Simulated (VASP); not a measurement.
A run of VASP 6.6.1 is set up as follows.

File INCAR:

```
PREC = Accurate ; ENCUT = 600
EDIFF = 1E-6 ; ISMEAR = 0
SIGMA = 0.05 ; LREAL = F
LASPH = T ; NELM = 120
ALGO = Normal ; ISIF = 2
LWAVE = F ; LCHARG = F
GGA = PS ; NBANDS = 36
GGA_COMPAT = F
```

Contents of KPOINTS:

```
regular mesh
0
Gamma
  10 10 2
```

File POSCAR:

```
BN
1.0
   -2.5410113134      0.0000000000      0.0000000000
   -1.2705056567     -2.2005803487      0.0000000000
   -3.1761370912     -1.8337436046     12.6098865131
B N
6 6
Direct
    0.4758040248      0.4758040248      0.2290443320
    0.1980373581      0.1980373581      0.5623776653
   -0.0797293085     -0.0797293085      0.8957109987
    0.2813540248      0.2813540248      0.0623776653
    0.0035873581      0.0035873581      0.3957109987
   -0.2741793085     -0.2741793085      0.7290443320
    0.5798181952      0.5798181952      0.1042223347
    0.3020515285      0.3020515285      0.4375556680
    0.0242848619      0.0242848619      0.7708890013
   -0.4479318048     -0.4479318048      0.9375556680
    0.1076015285      0.1076015285      0.2708890013
   -0.1701651381     -0.1701651381      0.6042223347
```

Potentials or basis: VASP PAW PBE potentials, release 64 (B, N).

The run is started by

```bash
$ cat potpaw_PBE.64/B/POTCAR potpaw_PBE.64/N/POTCAR > POTCAR
$ mpirun -np 1 vasp_std > vasp.out
```

Question: What does it give for the pressure?

Answer: 0.9 GPa.

Question: What does it give for the largest force?

Answer: 4.055 eV/Å.

Stress tensor (GPa, compression positive):
```
 -3.14  -1.43 -15.74
 -1.43  -1.49  -9.08
-15.74  -9.08   7.31
```

Caveat: the PAW data sets were made with another functional, which shifts forces and pressure a little.
